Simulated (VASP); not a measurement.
# Fe (Im-3m) in VASP: further runs

The runs below take Fe through relaxation of cell and atoms, with PBE.

All numbers are computed with VASP 6.6.1; they aren't measurements. Logs are shortened: lines on timing, memory, paths and dates and some standing lists are left out, and cuts for length are marked.

### Step 1. The cell of the first run

Symmetry: Im-3m, No. 229, cubic system. Conventional cell: a = 2.628 Å, b = 2.628 Å, c = 2.628 Å, α = 90.00°, β = 90.00°, γ = 90.00°. Within 3.0 Å of Fe (site symmetry m-3m) lie 14 Fe at 2.28 to 2.63 Å.

### Step 2. Relaxation of cell and atoms, PBE, collinear spin, ferromagnetic start, target pressure 74 GPa, at which the enthalpy is minimised

File INCAR:

```
PREC = Accurate ; ENCUT = 600
EDIFF = 1E-6 ; ISMEAR = -1
SIGMA = 0.08 ; LREAL = False
LASPH = True ; NELM = 150
ALGO = Normal ; ISIF = 3
LWAVE = False ; LCHARG = False
ISPIN = 2 ; MAGMOM = 2.5
LORBIT = 11 ; LMAXMIX = 4
GGA = PE ; IBRION = 2
NSW = 60 ; EDIFFG = -0.005
PSTRESS = 740.0
```

File KPOINTS:

```
Automatic mesh
0
Gamma
  20 20 20
```

File POSCAR:

```
Fe
1.0
   -1.3138612374      1.3138612374      1.3138612374
    1.3138612374     -1.3138612374      1.3138612374
    1.3138612374      1.3138612374     -1.3138612374
Fe
1
Direct
    0.0000000000      0.0000000000      0.0000000000
```

Potentials or basis: VASP PAW PBE potentials, release 64 (Fe).

The run is started by

```bash
cat potpaw_PBE.64/Fe/POTCAR > POTCAR
mpirun -np 1 vasp_std > vasp.out
```

OUTCAR:

```text
PREC = Accurate
   ENCUT = 600
   EDIFF = 1E-6
   ISMEAR = -1
   LREAL = False
   LASPH = True
   NELM = 150
   ISIF = 3
   ISPIN = 2
   LORBIT = 11
   GGA = PE
   IBRION = 2
   NSW = 60
   EDIFFG = -0.005
   PSTRESS = 740.0

 ion  position               nearest neighbor table
   1  0.000  0.000  0.000-

  LATTYP: Found a body centered cubic cell.
 ALAT       =     2.6277224748

  Lattice vectors:

 A1 = (  -1.3138612374,   1.3138612374,   1.3138612374)
 A2 = (   1.3138612374,  -1.3138612374,   1.3138612374)
 A3 = (   1.3138612374,   1.3138612374,  -1.3138612374)

Analysis of symmetry for initial positions (statically):
=====================================================================
 Subroutine PRICEL returns:
 Original cell was already a primitive cell.

 Routine SETGRP: Setting up the symmetry group for a
 body centered cubic supercell.

 Subroutine GETGRP returns: Found 48 space group operations
 (whereof 48 operations were pure point group operations)
 out of a pool of 48 trial point group operations.

The static configuration has the point symmetry O_h .

Analysis of symmetry for dynamics (positions and initial velocities):
=====================================================================
 Subroutine PRICEL returns:
 Original cell was already a primitive cell.

 Routine SETGRP: Setting up the symmetry group for a
 body centered cubic supercell.

 Subroutine GETGRP returns: Found 48 space group operations
 (whereof 48 operations were pure point group operations)
 out of a pool of 48 trial point group operations.

The dynamic configuration has the point symmetry O_h .

Analysis of structural, dynamic, and magnetic symmetry:
=====================================================================
 Subroutine PRICEL returns:
 Original cell was already a primitive cell.

 Routine SETGRP: Setting up the symmetry group for a
 body centered cubic supercell.

 Subroutine GETGRP returns: Found 48 space group operations
 (whereof 48 operations were pure point group operations)
 out of a pool of 48 trial point group operations.

The overall configuration has the point symmetry O_h .

 Subroutine INISYM returns: Found 48 space group operations
 (whereof 48 operations are pure point group operations),
 and found     1 'primitive' translations

----------------------------------------------------------------------------------------

                                     Primitive cell

  volume of cell :       9.0721

  direct lattice vectors                    reciprocal lattice vectors
    -1.313861237  1.313861237  1.313861237     0.000000000  0.380557692  0.380557692
     1.313861237 -1.313861237  1.313861237     0.380557692  0.000000000  0.380557692
     1.313861237  1.313861237 -1.313861237     0.380557692  0.380557692  0.000000000

  length of vectors
     2.275674417  2.275674417  2.275674417     0.538189849  0.538189849  0.538189849

  position of ions in fractional coordinates (direct lattice)
     0.000000000  0.000000000  0.000000000

  ion indices of the primitive-cell ions
   primitive index   ion index
                 1           1

----------------------------------------------------------------------------------------

 KPOINTS: Automatic mesh

Automatic generation of k-mesh.
 Grid dimensions read from file:
 generate k-points for:   20   20   20

 Generating k-lattice:

  Cartesian coordinates                     Fractional coordinates (reciprocal lattice)
     0.000000000  0.019027885  0.019027885     0.050000000  0.000000000  0.000000000
     0.019027885  0.000000000  0.019027885     0.000000000  0.050000000  0.000000000
     0.019027885  0.019027885  0.000000000     0.000000000  0.000000000  0.050000000

  Length of vectors
     0.026909492  0.026909492  0.026909492

  Shift w.r.t. Gamma in fractional coordinates (k-lattice)
     0.000000000  0.000000000  0.000000000

 Subroutine IBZKPT returns following result:
 ===========================================

 Found    256 irreducible k-points:

 Following reciprocal coordinates:
            Coordinates               Weight
  0.000000  0.000000  0.000000      1.000000
  0.050000  0.000000  0.000000     12.000000
  0.100000  0.000000  0.000000     12.000000
  0.150000  0.000000  0.000000     12.000000
  0.200000  0.000000  0.000000     12.000000
  0.250000  0.000000  0.000000     12.000000
[... 16 lines left out ...]
  0.200000  0.100000  0.000000     48.000000
  0.250000  0.100000  0.000000     48.000000
 [... further k-points ...]
   k-points           NKPTS =    256   k-points in BZ     NKDIM =    256   number of bands    NBANDS=      9
   number of dos      NEDOS =    301   number of ions     NIONS =      1
   total plane-waves  NPLWV =   5832
   dimension x,y,z NGX =    18 NGY =   18 NGZ =   18
   dimension x,y,z NGXF=    36 NGYF=   36 NGZF=   36
   ions per type =               1
   NGX,Y,Z   is equivalent  to a cutoff of  13.15, 13.15, 13.15 a.u.
   NGXF,Y,Z  is equivalent  to a cutoff of  26.30, 26.30, 26.30 a.u.
 SYSTEM =  unknown system
   PREC   = accura    normal or accurate (medium, high low for compatibility)
   ISTART =      0    job   : 0-new  1-cont  2-samecut
   ICHARG =      2    charge: 1-file 2-atom 10-const
   ISPIN  =      2    spin polarized calculation?
   LNONCOLLINEAR =      F non collinear calculations
   LSORBIT =      F    spin-orbit coupling
   LASPH  =      T    aspherical Exc in radial PAW
   ENCUT  =  600.0 eV  44.10 Ry    6.64 a.u.   4.55  4.55  4.55*2*pi/ulx,y,z
   NELM   =    150;   NELMIN=  2; NELMDL= -5     # of ELM steps
   EDIFF  = 0.1E-05   stopping-criterion for ELM
   LREAL  =      F    real-space projection
   EDIFFG = -.5E-02   stopping-criterion for IOM
   NSW    =     60    number of steps for IOM
   IBRION =      2    ionic relax: 0-MD 1-quasi-New 2-CG
   NFREE  =      1    steps in history (QN), initial steepest desc. (CG)
   ISIF   =      3    stress and relaxation
   ISYM   =      2    0-nonsym 1-usesym 2-fastsym
   POTIM  = 0.5000    time-step for ionic-motion
   TEBEG  =    0.0;   TEEND  =   0.0 temperature during run
   PSTRESS=  740.0 pullay stress
   NELECT =       8.0000    total number of electrons
   NUPDOWN=      -1.0000    fix difference up-down
   EMIN   =  10.00;   EMAX   =-10.00  energy-range for DOS
   EFERMI =   0.00;   METHOD = LEGACY
   ISMEAR =    -1;   SIGMA  =   0.08  broadening in eV -4-tet -1-fermi 0-gaus
   EFERMI_NEDOS =   21; number of points for ismear=-14 and -15
   IALGO  =     38    algorithm
   IMIX   =      4    mixing-type and parameters
     AMIX     =   0.40;   BMIX     =  1.00
     AMIX_MAG =   1.60;   BMIX_MAG =  1.00
  volume/ion in A,a.u.               =       9.07        61.22
  Fermi-wavevector in a.u.,A,eV,Ry     =   1.569888  2.966658 33.532215  2.464548
  Thomas-Fermi vector in A             =   2.671703
   LORBIT       =     11    0 simple, 1 ext, 2 COOP (PROOUT), +10 PAW based schemes
   GGA     = PE    functional components
   LHFCALC =     F    Hartree Fock is set to
   AEXX    =    0.0000 exact exchange contribution
   IVDW    =     0    specifies the selected vdW correction
   LEPSILON=     F    determine dielectric tensor
   LRPA    =     F    only Hartree local field effects (RPA)
 conjugate gradient relaxation of ions
 spin polarized calculation
  energy-cutoff  :      600.00
  volume of cell :        9.07
 maximum number of plane-waves:       321
   NGX =  9   NGY =  9   NGZ =  9

--------------------------------------- Ionic step        1  -------------------------------------------

 number of electron       7.9999995 magnetization       1.7894175

 Free energy of the ion-electron system (eV)
  ---------------------------------------------------
  ext. energy  EPLUGINS =         0.00000000
  ---------------------------------------------------
  free energy    TOTEN  =        -7.83271081 eV

  energy without entropy =       -7.81032752  energy(sigma->0) =       -7.82151917

------------------------ aborting loop because EDIFF is reached ----------------------------------------

  FORCE on cell =-STRESS in cart. coord.  units (eV):
  Direction    XX          YY          ZZ          XY          YZ          ZX
  --------------------------------------------------------------------------------------
  -------------------------------------------------------------------------------------
  Total        4.1309380      4.1309380      4.1309380      0.0000000     -0.0000000      0.0000000
  in kB      729.5427791    729.5427791    729.5427791      0.0000000     -0.0000000      0.0000000
  external PRESSURE =     -10.4572209 kB  Pullay stress =     740.0000000 kB

 VOLUME and BASIS-vectors are now :
 -----------------------------------------------------------------------------
  energy-cutoff  :      600.00
  volume of cell :        9.07
      direct lattice vectors                 reciprocal lattice vectors
    -1.313861237  1.313861237  1.313861237     0.000000000  0.380557692  0.380557692
     1.313861237 -1.313861237  1.313861237     0.380557692  0.000000000  0.380557692
     1.313861237  1.313861237 -1.313861237     0.380557692  0.380557692  0.000000000
[... 118 lines left out ...]
  FREE ENERGIE OF THE ION-ELECTRON SYSTEM (eV)
  ---------------------------------------------------
  free  energy   TOTEN  =        -7.8246929448 eV

  energy  without entropy=       -7.8022348979  energy(sigma->0) =       -7.81346392

  enthalpy is  TOTEN    =        -3.6426227637 eV   P V=        4.1820701810

--------------------------------------- Ionic step        5  -------------------------------------------

 number of electron       7.9999995 magnetization       1.7839959

 Free energy of the ion-electron system (eV)
  ---------------------------------------------------
  ext. energy  EPLUGINS =         0.00000000
  ---------------------------------------------------
  free energy    TOTEN  =        -7.82430057 eV

  energy without entropy =       -7.80183823  energy(sigma->0) =       -7.81306940

 E-fermi :   8.5747     XC(G=0): -14.4577

 val. band max:        8.5720506916   @ k =  -0.4000   0.4000   0.2500
 cond. band min:       8.5776286701   @ k =  -0.1500   0.2000   0.1000
 fundamental gap:      0.0055779785
 Fermi energy:         8.5746687226

 spin component 1

 k-point     1 :       0.0000    0.0000    0.0000
  band No.  band energies     occupation
      1      -1.3570      1.00000
      2       5.7138      1.00000
      3       5.7138      1.00000
      4       5.7138      1.00000
      5       7.4523      1.00000
      6       7.4523      1.00000
      7      35.7084      0.00000
      8      35.7084      0.00000
      9      35.7084      0.00000

 k-point     2 :       0.0500    0.0000    0.0000
  band No.  band energies     occupation
      1      -1.2320      1.00000
      2       5.6721      1.00000
      3       5.7099      1.00000
      4       5.7920      1.00000
      5       7.4084      1.00000
      6       7.4558      1.00000
      7      35.1070      0.00000
      8      35.5945      0.00000
      9      35.7074      0.00000
[... 253 lines left out ...]
 k-point    24 :       0.2500    0.1000    0.0000
  band No.  band energies     occupation
      1       2.1571      1.00000
      2       4.6752      1.00000
      3       5.3512      1.00000
      4       7.2043      1.00000
      5       7.7609      0.99996
      6       8.5302      0.63536
      7      24.7759      0.00000
      8      29.2855      0.00000
      9      34.1306      0.00000

 [... further k-points ...]

 spin component 2

 k-point     1 :       0.0000    0.0000    0.0000
  band No.  band energies     occupation
      1      -1.1373      1.00000
      2       7.1851      1.00000
      3       7.1852      1.00000
      4       7.1852      1.00000
      5       9.8522      0.00000
      6       9.8523      0.00000
      7      35.5919      0.00000
      8      35.5919      0.00000
      9      35.5919      0.00000

 k-point     2 :       0.0500    0.0000    0.0000
  band No.  band energies     occupation
      1      -1.0115      1.00000
      2       7.1383      1.00000
      3       7.1780      1.00000
      4       7.2675      1.00000
      5       9.7982      0.00000
      6       9.8556      0.00000
      7      35.0758      0.00000
      8      35.5031      0.00000
      9      35.6144      0.00000
[... 286 lines left out ...]
 POSITION                                       TOTAL-FORCE (eV/Angst)
 -----------------------------------------------------------------------------------
      0.00000      0.00000     -0.00000        -0.000000      0.000000     -0.000000
 -----------------------------------------------------------------------------------
    total drift:                                0.000000     -0.000000      0.000000

  FREE ENERGIE OF THE ION-ELECTRON SYSTEM (eV)
  ---------------------------------------------------
  free  energy   TOTEN  =        -7.8243005685 eV

  energy  without entropy=       -7.8018382325  energy(sigma->0) =       -7.81306940

  enthalpy is  TOTEN    =        -3.6426231243 eV   P V=        4.1816774442

 reached required accuracy - stopping structural energy minimisation

 total charge

# of ion       s       p       d       tot
------------------------------------------
    1        0.600   0.776   6.481   7.857

 magnetization (x)

# of ion       s       p       d       tot
------------------------------------------
    1       -0.010  -0.050   1.805   1.745
```

It took 3.2 min on 1 thread of AMD EPYC 7R13, shared host; peak memory 0.13 GiB.

Results:

```
Free energy                                                : -7.8243 eV
Relaxed volume                                             : 9.05 Å³/atom
Relaxed cell                                               : a = 2.274 Å, b = 2.274 Å, c = 2.274 Å, α = 109.47°, β = 109.47°, γ = 109.47°
Space group after relaxing (to 0.1 Å)                      : Im-3m (No. 229)
Energy change on relaxing (the run minimises the enthalpy) : +8.4 meV/atom
Ionic steps                                                : 5
Pressure after relaxing                                    : 74.1 GPa
Net moment                                                 : 1.78 μB per cell
Site moments                                               : Fe +1.75 μB
Valence electrons inside the program's atomic spheres      : Fe 7.86
```

Step by step:
| step | energy change (eV) | largest force (eV/Å) | pressure (GPa) | volume (Å³) |
| --- | --- | --- | --- | --- |
| 1 | 0.0000 | 0.0000 | 72.95 | 9.07 |
| 2 | 0.0363 | 0.0000 | 77.07 | 8.99 |
| 3 | 0.0087 | 0.0000 | 74.09 | 9.05 |
| 4 | 0.0080 | 0.0000 | 73.88 | 9.05 |
| 5 | 0.0084 | 0.0000 | 74.06 | 9.05 |

Final structure:
```
CELL_PARAMETERS angstrom
-1.31298 1.31298 1.31298
1.31298 -1.31298 1.31298
1.31298 1.31298 -1.31298
ATOMIC_POSITIONS crystal
Fe 0.00000 0.00000 0.00000
```

Levels at points of the mesh, in eV from the Fermi level:
Spin up:
```tsv
k point	band 2	band 3	band 4	band 5	band 6	band 7	band 8	band 9
(0.00, 0.00, 0.00)	-2.86	-2.86	-2.86	-1.12	-1.12	27.13	27.13	27.13
(0.50, 0.00, 0.00)	-4.41	-1.00	-0.82	0.42	0.94	9.63	20.18	24.08
(0.50, 0.50, 0.50)	-6.50	0.55	0.55	0.55	11.65	11.65	11.65	18.18
```
Spin down:
```
           k point  band 1  band 2  band 3  band 4  band 5  band 6
(0.00, 0.00, 0.00)   -9.71   -1.39   -1.39   -1.39    1.28    1.28
(0.50, 0.00, 0.00)   -5.35   -3.11    0.63    1.14    1.65    2.68
(0.50, 0.50, 0.50)   -4.97   -4.97    2.26    2.26    2.26   11.93
```

Caveat: the cell is relaxed towards a set pressure, so the run minimises the enthalpy, not the energy.

### Step 3. Relaxation of cell and atoms, PBE, collinear spin, ferromagnetic start, target pressure 74 GPa, at which the enthalpy is minimised

File INCAR:

```
SYSTEM = Fe
PREC     = Accurate       ! precision mode
ENCUT    = 600            ! plane-wave cutoff, eV
EDIFF    = 1E-6           ! SCF threshold, eV
ISMEAR   = -1             ! smearing method
SIGMA    = 0.08           ! smearing width, eV
LREAL    = .FALSE.        ! projectors in reciprocal space
LASPH    = .TRUE.         ! aspherical terms in the spheres
NELM     = 150            ! most SCF steps
ALGO     = Normal         ! electronic algorithm
ISIF     = 3              ! what is computed and relaxed
LWAVE    = .FALSE.        ! write WAVECAR
LCHARG   = .FALSE.        ! write CHGCAR
ISPIN    = 2              ! spin polarisation
MAGMOM   = 2.5            ! initial moments
LORBIT   = 11             ! projections on sites
LMAXMIX  = 4              ! l up to which the mixer works
GGA      = PE             ! functional
IBRION   = 2              ! ionic algorithm
NSW      = 32             ! ionic steps
EDIFFG   = -0.005         ! ionic threshold
PSTRESS  = 740.0
```

File KPOINTS:

```
regular mesh
0
G
  20 20 20
  0 0 0
```

File POSCAR:

```
Fe
1.0
   -1.3138155145      1.3138155145      1.3138155145
    1.3138155145     -1.3138155145      1.3138155145
    1.3138155145      1.3138155145     -1.3138155145
Fe
1
Direct
    0.0000000000      0.0000000000      0.0000000000
```

Potentials or basis: VASP PAW PBE potentials, release 64 (Fe).

The run is started by

```bash
cat potpaw_PBE.64/Fe/POTCAR > POTCAR
mpirun -np 1 vasp_std > vasp.out
```

Run time: 2.8 min. Hardware: 1 thread of AMD EPYC 7R13, shared host; peak memory 0.13 GiB.

Results (log left out):

* Free energy: -7.8240 eV
* Relaxed volume: 9.05 Å³/atom
* Relaxed cell: a = 2.274 Å, b = 2.274 Å, c = 2.274 Å, α = 109.47°, β = 109.47°, γ = 109.47°
* Space group after relaxing (to 0.1 Å): Im-3m (No. 229)
* Energy change on relaxing (the run minimises the enthalpy): +8.3 meV/atom
* Ionic steps: 3
* Pressure after relaxing: 74.1 GPa
* Net moment: 1.78 μB per cell
* Site moments: Fe +1.75 μB
* Valence electrons inside the program's atomic spheres: Fe 7.86

The path:
```tsv
step	energy change (eV)	largest force (eV/Å)	pressure (GPa)	volume (Å³)
1	0.0000	0.0000	73.01	9.07
2	0.0345	0.0000	76.92	9.00
3	0.0083	0.0000	74.09	9.05
```

Final structure:
```
Fe
1.0
    -1.31294    1.31294    1.31294
     1.31294   -1.31294    1.31294
     1.31294    1.31294   -1.31294
Fe
1
Direct
  0.00000 0.00000 0.00000
```

Levels at points of the mesh, in eV from the Fermi level:
Spin up:
```
           k point  band 2  band 3  band 4  band 5  band 6  band 7  band 8  band 9
(0.00, 0.00, 0.00)   -2.86   -2.86   -2.86   -1.12   -1.12   27.13   27.13   27.13
(0.50, 0.00, 0.00)   -4.41   -1.00   -0.82    0.42    0.95    9.63   20.18   24.08
(0.50, 0.50, 0.50)   -6.50    0.55    0.55    0.55   11.65   11.65   11.65   18.18
```
Spin down:
| k point | band 1 | band 2 | band 3 | band 4 | band 5 | band 6 | band 7 | band 8 |
| --- | --- | --- | --- | --- | --- | --- | --- | --- |
| (0.00, 0.00, 0.00) | -9.71 | -1.39 | -1.39 | -1.39 | 1.28 | 1.28 | 27.02 | 27.02 |
| (0.50, 0.00, 0.00) | -5.35 | -3.11 | 0.63 | 1.14 | 1.65 | 2.68 | 10.79 | 20.32 |
| (0.50, 0.50, 0.50) | -4.97 | -4.97 | 2.26 | 2.26 | 2.26 | 11.93 | 11.93 | 11.93 |

Caveat: the cell is relaxed towards a set pressure, so the run minimises the enthalpy, not the energy.
